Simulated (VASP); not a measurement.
A run of VASP 6.6.1:

INCAR

```
ALGO = Normal
EDIFF = 1E-6
ENCUT = 520
GGA = PE
ISIF = 2
ISMEAR = 0
ISPIN = 2
LASPH = True
LCHARG = False
LDAU = True
LDAUJ = 0 0
LDAUL = 3 -1
LDAUPRINT = 1
LDAUTYPE = 2
LDAUU = 3 0
LMAXMIX = 6
LORBIT = 11
LREAL = False
LWAVE = False
MAGMOM = 7 7 0 0
NBANDS = 35
NELM = 150
PREC = Accurate
SIGMA = 0.05
```

KPOINTS

```
k-points
0
Gamma
  10 10 8
```

POSCAR

```
GdN
1.0
    3.4370865006      0.0000000000      0.0000000000
   -1.7185432503      2.9766042245      0.0000000000
    0.0000000000      0.0000000000      5.9650669071
Gd N
2 2
Direct
    0.3333333333      0.6666666667      0.2500000000
    0.6666666667      0.3333333333      0.7500000000
    0.0000000000      0.0000000000      0.0000000000
    0.0000000000      0.0000000000      0.5000000000
```

Potentials or basis: VASP PAW PBE potentials, release 64 (Gd, N).

Run with:

```console
$ cat potpaw_PBE.64/Gd/POTCAR potpaw_PBE.64/N/POTCAR > POTCAR
$ mpirun -np 1 vasp_std > vasp.out
```

Hardware: 1 thread of AMD EPYC 9R45 (Zen 5) (shared host).

Estimate the wall time of this run.

Run time: 11 min on 1 thread of AMD EPYC 9R45 (Zen 5) (shared host), peak memory 0.36 GiB. Counts: scf iterations 39, k points 70.
